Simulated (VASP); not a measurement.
# CdSe: relaxation of cell and atoms with PBE-based screened hybrid with 25 % exact exchange

Crystal: CdSe.

```
Cd Se
1.0
     0.00000    2.87396    2.87396
     2.87396    0.00000    2.87396
     2.87396    2.87396    0.00000
Cd Se
1 1
Cartesian
  0.0000 0.0000 0.0000
  2.8740 2.8740 2.8740
```

```json
{
 "Program": "VASP 6.6.1",
 "Task": "relaxation of cell and atoms",
 "Functional": "PBE-based screened hybrid with 25 % exact exchange",
 "Potentials or basis": "VASP PAW PBE potentials, release 64 (Cd, Se)",
 "Cutoff": "600 eV",
 "k mesh": "4 × 4 × 4",
 "Occupations": "fermi-dirac, width 0.05 eV",
 "Spin": "no spin polarisation",
 "Dipole correction": "no",
 "Grid for exact exchange (PRECFOCK)": "Normal",
 "Share of exact exchange": "0.25",
 "Further INCAR settings": "ALGO = Normal; EDIFF = 1e-06; IBRION = 2; EDIFFG = -0.01; NSW = 60; ISIF = 3",
 "Screening parameter": "0.3 1/Å"
}
```

```
Relaxed volume                        : 23.29 Å³/atom
Relaxed cell                          : a = 4.039 Å, b = 4.039 Å, c = 4.039 Å, α = 60.00°, β = 60.00°, γ = 60.00°
Space group after relaxing (to 0.1 Å) : Fm-3m (No. 225)
Energy gained by relaxing             : 1.8 meV/atom
Ionic steps                           : 3
Pressure after relaxing               : 0.0 GPa
Band gap on the k mesh                : 0.23 eV (least direct gap 1.53 eV)
```

The path:
```csv
step,energy change (eV),largest force (eV/Å),pressure (GPa),volume (Å³)
1,0.0000,0.0000,-1.25,47.48
2,-0.0029,0.0000,0.53,46.21
3,-0.0035,0.0000,0.00,46.58
```

Final structure:
```cif
data_structure
_symmetry_space_group_name_H-M 'P 1'
_symmetry_Int_Tables_number 1
_cell_length_a 4.0386
_cell_length_b 4.0386
_cell_length_c 4.0386
_cell_angle_alpha 60.000
_cell_angle_beta 60.000
_cell_angle_gamma 60.000
_cell_volume 46.58
loop_
_atom_site_label
_atom_site_type_symbol
_atom_site_fract_x
_atom_site_fract_y
_atom_site_fract_z
_atom_site_occupancy
Cd1 Cd 0.00000 0.00000 0.00000 1
Se1 Se 0.50000 0.50000 0.50000 1
```

Levels at points of the mesh, in eV from the valence-band top:
```
           k point  band 6  band 7  band 8  band 9  band 10  band 11  band 12  band 13
(0.00, 0.00, 0.00)   -9.16   -0.57   -0.57   -0.57     0.96     9.46     9.46     9.46
(0.50, 0.00, 0.00)   -9.02   -5.30    0.00    0.00     3.72     6.07     6.07     7.23
(0.50, 0.50, 0.00)   -8.36   -4.41   -2.17   -2.17     0.23     6.07    10.98    11.64
```

Run time: 27 min on 1 thread of Oxide Virtual Turin-like Processor, with other jobs on the host, peak memory 0.28 GiB.

Caveat: the k points lie up to 0.48 Å⁻¹ apart in the final cell; the PAW data sets were made with another functional, which shifts forces and pressure a little. A k mesh can miss the band edges.
